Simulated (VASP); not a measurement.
A run of VASP 6.6.1:

File INCAR:

```
PREC = Accurate
ENCUT = 520
EDIFF = 1E-6
ISMEAR = 0
SIGMA = 0.1
LREAL = F
LASPH = T
NELM = 60
ALGO = Normal
ISIF = 2
LWAVE = F
LCHARG = F
GGA = PE
NBANDS = 22
```

Contents of KPOINTS:

```
Automatic mesh
0
Gamma
  10 6 4
```

File POSCAR:

```
BeC
1.0
   -0.5058437031     -0.2146670686     -2.5199705925
   -1.9732009155     -3.6665766532     -0.6070164077
   -4.4587071171      3.0070080385     -0.6629950351
Be C
4 4
Direct
    0.6097709289      0.2329569268      0.5453725350
    0.6097603905      0.7329593435      0.0453711779
    0.3902376347      0.2670414999      0.9546287073
    0.3902295362      0.7670426154      0.4546273448
    0.7054426911      0.8617766303      0.7275130717
    0.7054376906      0.3617779643      0.2275139164
    0.2945627772      0.6382218534      0.7724860992
    0.2945583509      0.1382231665      0.2724871477
```

Potentials or basis: VASP PAW PBE potentials, release 64 (Be, C).

Run with:

```console
$ cat potpaw_PBE.64/Be/POTCAR potpaw_PBE.64/C/POTCAR > POTCAR
$ mpirun -np 1 vasp_std > vasp.out
```

Hardware: 1 thread of Intel Xeon 8259CL (shared host).

Task: How long does it take, and how much memory?

Result: Wall time 3.6 min on 1 thread of Intel Xeon 8259CL, with other jobs on the host, peak memory 0.24 GiB. Counts: scf iterations 13, k points 124.
